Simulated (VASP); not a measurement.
A run of VASP 6.6.1 is set up as follows.

File INCAR:

```
ALGO = Normal
EDIFF = 1E-6
ENCUT = 540
GGA = PE
GGA_COMPAT = F
ISIF = 2
ISMEAR = 0
LASPH = T
LCHARG = T
LELF = T
LREAL = F
LVHAR = T
LWAVE = F
NBANDS = 44
NELM = 120
PREC = Accurate
SIGMA = 0.1
```

KPOINTS

```
k-points
0
Gamma
  6 6 4
```

The input POSCAR:

```
BIr3Pd
1.0
    3.0126510411      0.0000000000      0.0000000000
    0.0000000000      3.0126510411      0.0000000000
    0.0000000000      0.0000000000      7.4358911035
B Pd Ir
1 1 3
Direct
    0.5000000000      0.5000000000      0.0000000000
    0.0000000000      0.0000000000      0.0000000000
    0.5000000000      0.5000000000      0.2733019620
    0.5000000000      0.5000000000      0.7266980380
    0.0000000000      0.0000000000      0.5000000000
```

Potentials or basis: VASP PAW PBE potentials, release 64 (B, Pd_sv_GW, Ir_sv_GW).

Command:

```console
$ cat potpaw_PBE.64/B/POTCAR potpaw_PBE.64/Pd_sv_GW/POTCAR potpaw_PBE.64/Ir_sv_GW/POTCAR > POTCAR
$ mpirun -np 1 vasp_std > vasp.out
```

What does it give for the largest force?

0.008 eV/Å.

What does it give for the band gap on the k mesh?

Zero (band 36 reaches 10.99 eV, above the bottom of band 37 at 9.89 eV).

What does it give for the pressure?

-2.2 GPa.

Stress tensor (GPa, compression positive):
```
-2.12  0.00  0.00
 0.00 -2.12  0.00
 0.00  0.00 -2.25
```

Caveat: spin-orbit coupling is left out, which moves the levels of the heavy elements.
